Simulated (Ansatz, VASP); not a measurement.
**HfAl3O4 in VASP and in Ansatz**

The input INCAR:

```
SYSTEM = HfAl3O4
PREC     = Accurate       ! precision mode
ENCUT    = 600            ! plane-wave cutoff, eV
EDIFF    = 1E-6           ! SCF threshold, eV
ISMEAR   = 0              ! smearing method
SIGMA    = 0.1            ! smearing width, eV
LREAL    = .FALSE.        ! projectors in reciprocal space
LASPH    = .TRUE.         ! aspherical terms in the spheres
NELM     = 100            ! most SCF steps
ALGO     = Normal         ! electronic algorithm
ISIF     = 3              ! what is computed and relaxed
LWAVE    = .FALSE.        ! write WAVECAR
LCHARG   = .FALSE.        ! write CHGCAR
GGA      = PE             ! functional
IBRION   = 2              ! ionic algorithm
NSW      = 100            ! ionic steps
EDIFFG   = -0.01          ! ionic threshold
```

KPOINTS

```
Automatic mesh
0
G
  6 6 6
  0 0 0
```

The input POSCAR:

```
HfAl3O4
1.0
    5.9821406754      0.0000000000      0.0000000000
    0.0000000000      5.9821406754      0.0000000000
    0.0000000000      0.0000000000      5.9821406754
Hf Al O
1 3 4
Direct
    0.0000000000      0.0000000000      0.0000000000
    0.0000000000      0.0000000000      0.5000000000
    0.0000000000      0.5000000000      0.0000000000
    0.5000000000      0.0000000000      0.0000000000
    0.8110688092      0.8110688092      0.1889311908
    0.8110688092      0.1889311908      0.8110688092
    0.1889311908      0.8110688092      0.8110688092
    0.1889311908      0.1889311908      0.1889311908
```

Input for Ansatz:

```yaml
crystal:
  lattice:
    - [5.9821406754, 0.0, 0.0]
    - [0.0, 5.9821406754, 0.0]
    - [0.0, 0.0, 5.9821406754]
  atoms:
    - { symbol: Hf, position: [0.0, 0.0, 0.0] }
    - { symbol: Al, position: [0.0, 0.0, 0.5] }
    - { symbol: Al, position: [0.0, 0.5, 0.0] }
    - { symbol: Al, position: [0.5, 0.0, 0.0] }
    - { symbol: O, position: [0.8110688092, 0.8110688092, 0.1889311908] }
    - { symbol: O, position: [0.8110688092, 0.1889311908, 0.8110688092] }
    - { symbol: O, position: [0.1889311908, 0.8110688092, 0.8110688092] }
    - { symbol: O, position: [0.1889311908, 0.1889311908, 0.1889311908] }
basis:
  ecutwfc: 420
kpoints:
  mp_grid: { grid: [6, 6, 6] }
hamiltonian:
  xc: pbe
scf:
  occupations: { method: gaussian, width: 0.1 }
output:
  forces: true
  stress: true
  eigenvalues: true
  write_density: true
  write_potential: true
  elf: true
  volumetric_format: npy
relax:
  adjacent_minimum: "off"
  f_tol: 0.01
  max_steps: 80
  cell: { stress_tol: 0.05 }
```

Change from the starting cell: species swapped into the NbCu3Te4 type (P-43m, No. 215).

Alike in both runs: task relaxation of cell and atoms; functional PBE; k mesh 6 × 6 × 6; occupations gaussian, width 0.1 eV; no spin polarisation.

|  | VASP | Ansatz |
| --- | --- | --- |
| version | VASP 6.6.1 | Ansatz 0.2.0 |
| potentials or method | VASP PAW PBE potentials, release 64 (Hf_pv, Al, O), cutoff 600 eV | scalar-relativistic, plane waves, PAW |
| valence electrons in the cell | 43 | 59 |

VASP gave:

| Quantity | Value |
| --- | --- |
| gap on the k mesh at the Fermi level, each at its own relaxed structure (eV) | none |
| relaxed volume (Å³/atom) | 26.74 |
| relaxed cell length with the largest relative difference (Å) | 5.981 |

Which values does Ansatz return?

gap on the k mesh at the Fermi level, each at its own relaxed structure (eV): none; relaxed volume (Å³/atom): 26.96; relaxed cell length with the largest relative difference (Å): 5.997.

A gap of «none» marks a metal or a gap that the smearing closes. VASP's potentials hold 43 valence electrons a cell and Ansatz's 59, so a difference there can come from the potentials and not from the codes. Ansatz's warnings: xc potential rough in thin density.

Spin-orbit coupling is off throughout.
